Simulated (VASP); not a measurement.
ZnSn2N2:

```
CELL_PARAMETERS angstrom
3.35233 0.00000 0.00000
0.00000 3.35233 0.00000
0.00000 0.00000 8.06421
ATOMIC_POSITIONS crystal
Zn 0.00000 0.00000 0.00000
Sn 0.50000 0.50000 0.69417
Sn 0.50000 0.50000 0.30583
N 0.50000 0.00000 0.14581
N 0.00000 0.50000 0.85419
```

| Quantity | Value |
| --- | --- |
| Program | VASP 6.6.1 |
| Task | relaxation of cell and atoms |
| Functional | PBEsol |
| Potentials or basis | VASP PAW PBE potentials, release 64 (Zn, Sn_d, N) |
| Cutoff | 600 eV |
| k mesh | 7 × 7 × 3 |
| Occupations | fermi-dirac, width 0.05 eV |
| Spin | no spin polarisation |

At the start: pressure -4.2 GPa; volume 18.13 Å³/atom.

**Question.** How do energy, volume and symmetry change on relaxing?

**Answer.** Over 9 steps the energy falls by 11.8 meV/atom and the volume is 17.29 Å³/atom (-4.6 %); space group P-4m2 (No. 115, to 0.1 Å) before and after.

The path:
```tsv
step	energy change (eV)	largest force (eV/Å)	pressure (GPa)	volume (Å³)
1	0.0000	0.2529	-4.25	90.63
2	-0.0256	0.6804	3.15	84.47
3	-0.0527	0.2686	-0.25	86.95
4	-0.0527	0.2800	-0.11	86.88
5	-0.0583	0.0581	0.01	86.27
6	-0.0583	0.0593	0.13	86.25
7	-0.0587	0.0602	-0.16	86.37
8	-0.0588	0.0613	-0.35	86.47
9	-0.0590	0.0460	-0.30	86.43
```

Final structure:
```
CELL_PARAMETERS angstrom
3.30338 0.00000 0.00000
0.00000 3.30338 0.00000
0.00000 0.00000 7.91994
ATOMIC_POSITIONS crystal
Zn 0.00000 0.00000 0.00000
Sn 0.50000 0.50000 0.69275
Sn 0.50000 0.50000 0.30725
N 0.50000 0.00000 0.14516
N 0.00000 0.50000 0.85484
```

Caveat: the PAW data sets were made with another functional, which shifts forces and pressure a little; the relaxation stopped at a loose force limit of 0.05 eV/Å, so its end isn't a converged minimum.
